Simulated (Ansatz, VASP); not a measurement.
# Cu in VASP and in Ansatz

```
CELL_PARAMETERS angstrom
-1.47326 1.47326 1.38198
1.47326 -1.47326 1.38198
2.94652 2.94652 0.00000
ATOMIC_POSITIONS crystal
Cu 0.04734 0.83616 0.00000
Cu 0.45266 0.66384 0.50000
```

Alike in both runs: task single point; functional PBE; k mesh 20 × 20 × 12; occupations gaussian, width 0.15 eV; no spin polarisation.

|  | VASP | Ansatz |
| --- | --- | --- |
| version | VASP 6.6.1 | Ansatz 0.2.0 |
| potentials or method | VASP PAW PBE potentials, release 64 (Cu), cutoff 520 eV | scalar-relativistic, plane waves, PAW |
| valence electrons in the cell | 22 | 38 |

VASP gave:

```
gap on the k mesh at the Fermi level (eV)                     : none
pressure (GPa)                                                : 3.7
traceless stress, the component that is largest in VASP (GPa) : -9.26
rms of the force components (eV/Å)                            : 0.223
```

**Question.** What did Ansatz give for the same quantities?

**Answer.** gap on the k mesh at the Fermi level (eV): none; pressure (GPa): 3.0; traceless stress, the component that is largest in VASP (GPa): -9.24; rms of the force components (eV/Å): 0.223.

Atom by atom the forces differ by 0.001 eV/Å (rms over components). A gap of «none» marks a metal or a gap that the smearing closes. VASP's potentials hold 22 valence electrons a cell and Ansatz's 38, so a difference there can come from the potentials and not from the codes.
